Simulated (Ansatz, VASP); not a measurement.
Ca: VASP beside Ansatz

The input INCAR:

```
PREC     = Accurate       # precision mode
ENCUT    = 520            # plane-wave cutoff, eV
EDIFF    = 1E-6           # SCF threshold, eV
ISMEAR   = -1             # smearing method
SIGMA    = 0.08           # smearing width, eV
LREAL    = False          # projectors in reciprocal space
LASPH    = True           # aspherical terms in the spheres
NELM     = 80             # most SCF steps
ALGO     = Normal         # electronic algorithm
ISIF     = 2              # what is computed and relaxed
LWAVE    = False          # write WAVECAR
LCHARG   = True           # write CHGCAR
GGA      = PE             # functional
LELF     = True           # ELF
LVHAR    = True         
NBANDS   = 11             # bands
```

KPOINTS

```
regular mesh
0
Gamma
  12 12 11
```

POSCAR

```
Ca
1.0
    3.2061829656      0.0000000000      0.0000000000
   -1.6030914828      2.7766358974      0.0000000000
    0.0000000000      0.0000000000      2.8968264772
Ca
1
Direct
    0.0000000000      0.0000000000      0.0000000000
```

Input for Ansatz:

```yaml
crystal:
  lattice:
    - [3.2061829656, 0.0, 0.0]
    - [-1.6030914828, 2.7766358974, 0.0]
    - [0.0, 0.0, 2.8968264772]
  atoms:
    - { symbol: Ca, position: [0.0, 0.0, 0.0] }
kpoints:
  mp_grid: { grid: [12, 12, 11] }
scf:
  occupations: { method: fermi_dirac, width: 0.08 }
hamiltonian:
  xc: pbe
  pseudopotentials: { kind: all_electron, lapw: { basis_error: 0.001 } }
output:
  forces: true
  stress: true
  eigenvalues: true
  populations: true
```

Change from the starting cell: volume scaled by 0.6, LAPW.

Alike in both runs: task single point; functional PBE; k mesh 12 × 12 × 11; occupations fermi-dirac, width 0.08 eV; no spin polarisation.

```csv
,VASP,Ansatz
version,VASP 6.6.1,Ansatz 0.2.0
potentials or method,"VASP PAW PBE potentials, release 64 (Ca_sv), cutoff 520 eV","all-electron LAPW, scalar-relativistic"
```

Ansatz gave:

```
pressure (GPa)                                                : 15.1
traceless stress, the component that is largest in VASP (GPa) : -0.08
```

Task: Estimate VASP's values.

Result: Pressure (GPa): 15.1; traceless stress, the component that is largest in VASP (GPa): -0.02.

Ansatz ran all-electron here, and VASP with PAW potentials.
